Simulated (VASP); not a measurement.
Fe: single point with BLYP

Crystal: Fe.

```
Fe
1.0
     2.83896    0.00000    0.00000
     0.00000    2.83896    0.00000
     0.00000    0.00000    2.83896
Fe
2
Direct
  0.00000 0.00000 0.00000
  0.50000 0.50000 0.50000
```

```yaml
Program: VASP 6.6.1
Task: single point
Functional: BLYP
Potentials_or_basis: VASP PAW PBE potentials, release 64 (Fe)
Cutoff: 520 eV
k_mesh: 18 × 18 × 18
Occupations: fermi-dirac, width 0.05 eV
Spin: collinear spin, antiferromagnetic start
Starting_moments: "[1.355, -1.355] μB"
Dipole_correction: no
Further_INCAR_settings: ALGO = Normal; EDIFF = 1e-07; NBANDS = 19
```

| Quantity | Value |
| --- | --- |
| Pressure | 0.3 GPa |
| Band gap on the k mesh | zero (filled and empty bands overlap) |
| Net moment | 0.00 μB per cell |
| Site moments | Fe +1.40, -1.40 μB |
| Valence electrons inside the program's atomic spheres | Fe 7.30 |

Levels at points of the mesh, in eV from the Fermi level:
Spin up:
| k point | band 4 | band 5 | band 6 | band 7 | band 8 | band 9 | band 10 | band 11 | band 12 | band 13 |
| --- | --- | --- | --- | --- | --- | --- | --- | --- | --- | --- |
| (0.00, 0.00, 0.00) | -1.77 | -1.76 | -1.76 | 0.08 | 0.08 | 0.97 | 0.97 | 0.97 | 9.92 | 9.92 |
| (0.50, 0.00, 0.00) | -1.70 | -1.70 | -1.35 | -0.95 | -0.76 | -0.76 | 0.09 | 0.31 | 1.83 | 17.15 |
| (0.50, 0.50, 0.00) | -2.86 | -0.77 | -0.53 | 0.42 | 0.61 | 0.61 | 1.09 | 1.21 | 1.21 | 7.73 |
| (0.50, 0.50, 0.50) | -2.39 | -2.39 | -2.39 | -0.73 | -0.73 | 1.14 | 1.14 | 8.89 | 8.89 | 8.89 |
Spin down:
```csv
k point,band 5,band 6,band 7,band 8,band 9,band 10,band 11,band 12
"(0.00, 0.00, 0.00)",-1.76,-1.76,0.08,0.08,0.97,0.97,0.97,9.92
"(0.50, 0.00, 0.00)",-1.70,-1.35,-0.95,-0.76,-0.76,0.09,0.31,1.83
"(0.50, 0.50, 0.00)",-0.77,-0.53,0.42,0.61,0.61,1.09,1.21,1.21
"(0.50, 0.50, 0.50)",-2.39,-2.39,-0.73,-0.73,1.14,1.14,8.89,8.89
```

Run time: 91 s on 1 thread of Intel(R) Xeon(R) 6975P-C (Granite Rapids), on a shared host, peak memory 0.25 GiB.

Caveat: the PAW data sets were made with another functional, which shifts forces and pressure a little.
